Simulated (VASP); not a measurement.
Here is a VASP 6.6.1 calculation.

INCAR

```
PREC = Accurate
ENCUT = 500
EDIFF = 1E-7
ISMEAR = -1
SIGMA = 0.1
LREAL = False
LASPH = True
NELM = 120
ALGO = Normal
ISIF = 3
LWAVE = False
LCHARG = False
IBRION = 2
NSW = 80
EDIFFG = -0.02
PSTRESS = 50.0
GGA_COMPAT = False
NELMIN = 4
```

File KPOINTS:

```
regular mesh
0
Gamma
  4 4 4
```

File POSCAR:

```
In3Sb
1.0
    4.8369620000      0.0000000000      0.0000000000
    0.0000000000      4.8369620000      0.0000000000
    0.0000000000      0.0000000000      4.8369620000
In Sb
3 1
Direct
    0.5000000000      0.5000000000      0.0000000000
    0.5000000000      0.0000000000      0.5000000000
    0.0000000000      0.5000000000      0.5000000000
    0.0000000000      0.0000000000      0.0000000000
```

Potentials or basis: VASP PAW LDA potentials, release 64 (In_d, Sb).

The run is started by

```bash
$ cat potpaw_LDA.64/In_d/POTCAR potpaw_LDA.64/Sb/POTCAR > POTCAR
$ mpirun -np 1 vasp_std > vasp.out
```

(1) What does it give for the band gap on the k mesh?

(2) What does it give for the relaxed cell?

(3) Predict the space group after relaxing (to 0.1 Å).

(4) Predict the relaxed volume.

Results:

(1) zero (bands 22 and 23 overlap by 4.59 eV).

(2) a = 4.523 Å, b = 4.523 Å, c = 4.523 Å, α = 90.00°, β = 90.00°, γ = 90.00°.

(3) Pm-3m (No. 221).

(4) 23.14 Å³/atom.

Caveat: the cell is relaxed towards a set pressure, so the run minimises the enthalpy, not the energy; the volume moved by over 15 % at a fixed basis, so the end points are rough; spin-orbit coupling is left out, which moves the levels of the heavy elements.
